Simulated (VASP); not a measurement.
# ZnSe3: single point with PBE

Crystal: ZnSe3.

```
CELL_PARAMETERS angstrom
6.27110 0.00000 0.00000
-3.13555 5.43093 0.00000
0.00000 0.00000 4.66658
ATOMIC_POSITIONS crystal
Zn 0.33333 0.66667 0.25000
Zn 0.66667 0.33333 0.75000
Se 0.82339 0.64677 0.25000
Se 0.17661 0.82339 0.75000
Se 0.35323 0.17661 0.25000
Se 0.17661 0.35323 0.75000
Se 0.82339 0.17661 0.25000
Se 0.64677 0.82339 0.75000
```

| Item | Value |
| --- | --- |
| Program | VASP 6.6.1 |
| Task | single point |
| Functional | PBE |
| Potentials or basis | VASP PAW PBE potentials, release 64 (Zn, Se) |
| Cutoff | 520 eV |
| k mesh | 3 × 3 × 4 |
| Occupations | gaussian, width 0.1 eV |
| Spin | no spin polarisation |

```yaml
Pressure: 0.0 GPa
Largest_force: 0.006 eV/Å
Band_gap_on_the_k_mesh: zero (bands 30 and 31 overlap by 1.02 eV)
```

Forces on the atoms (eV/Å):
```
Zn   0.000  0.000  0.000
Zn   0.000  0.000  0.000
Se   0.000  0.006  0.000
Se  -0.005  0.003  0.000
Se  -0.005 -0.003  0.000
Se   0.000 -0.006  0.000
Se   0.005 -0.003  0.000
Se   0.005  0.003  0.000
```

Stress tensor (GPa, compression positive):
```
 0.14  0.00  0.00
 0.00  0.14  0.00
 0.00  0.00 -0.22
```

Levels at points of the mesh, in eV from the Fermi level:
| k point | band 28 | band 29 | band 30 | band 31 | band 32 | band 33 |
| --- | --- | --- | --- | --- | --- | --- |
| (0.00, 0.00, 0.00) | -0.76 | -0.76 | -0.63 | -0.32 | 0.54 | 0.55 |
| (0.00, 0.00, 0.50) | 0.31 | 0.31 | 0.31 | 1.14 | 1.14 | 1.14 |

Run time: 35 s on 1 thread of Intel(R) Xeon(R) Platinum 8559C (Emerald Rapids), on a shared host, peak memory 0.28 GiB.

Caveat: the k points lie up to 0.39 Å⁻¹ apart, too coarse for converged energies and pressures of a metal.
